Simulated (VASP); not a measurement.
# KRb2BeF6: single point with PBE

KRb2BeF6:

```xyz
10
Lattice="0.0000 4.3566 4.3566 4.3566 0.0000 4.3566 4.3566 4.3566 0.0000" Properties=species:S:1:pos:R:3 pbc="T T T"
F     1.9169    4.3566    4.3566
F     4.3566    1.9169    4.3566
F     6.7962    4.3566    4.3566
F     4.3566    6.7962    4.3566
F     4.3566    4.3566    1.9169
F     4.3566    4.3566    6.7962
Rb    2.1783    2.1783    2.1783
Rb    6.5348    6.5348    6.5348
K     4.3566    4.3566    4.3566
Be    0.0000    0.0000    0.0000
```

- Program: VASP 6.6.1
- Task: single point
- Functional: PBE
- Potentials or basis: VASP PAW PBE potentials, release 64 (F, Rb_sv, K_sv, Be)
- Cutoff: 520 eV
- k mesh: 4 × 4 × 4
- Occupations: fermi-dirac, width 0.1 eV
- Spin: no spin polarisation
- Dipole correction: no
- Further INCAR settings: ALGO = Normal; EDIFF = 1e-06; NBANDS = 46

```
Pressure      : -1.8 GPa
Largest force : 1.541 eV/Å
```

Forces in eV/Å, atoms in the order of the input:
```
F   -1.541  0.000  0.000
F    0.000 -1.541  0.000
F    1.541  0.000  0.000
F    0.000  1.541  0.000
F    0.000  0.000 -1.541
F    0.000  0.000  1.541
Rb   0.000  0.000  0.000
Rb   0.000  0.000  0.000
K    0.000  0.000  0.000
Be   0.000  0.000  0.000
```

Levels at points of the mesh, in eV from the Fermi level:
```csv
k point,band 32,band 33,band 34,band 35,band 36,band 37,band 38,band 39,band 40,band 41
"(0.00, 0.00, 0.00)",-0.30,-0.30,-0.07,-0.07,-0.07,6.93,9.34,9.34,9.99,9.99
"(0.50, 0.00, 0.00)",-0.42,-0.42,-0.19,-0.19,-0.17,8.96,9.02,10.56,10.56,10.57
"(0.50, 0.50, 0.00)",-0.37,-0.37,-0.35,-0.35,-0.08,9.04,9.72,9.83,10.06,10.15
```

It took 66 s on 1 thread of Intel(R) Xeon(R) Platinum 8375C CPU @ 2.90GHz (Ice Lake), with other jobs on the host, peak memory 0.35 GiB.

Caveat: an odd number of electrons without spin polarisation forces a metal; a magnetic or distorted state may lie lower.
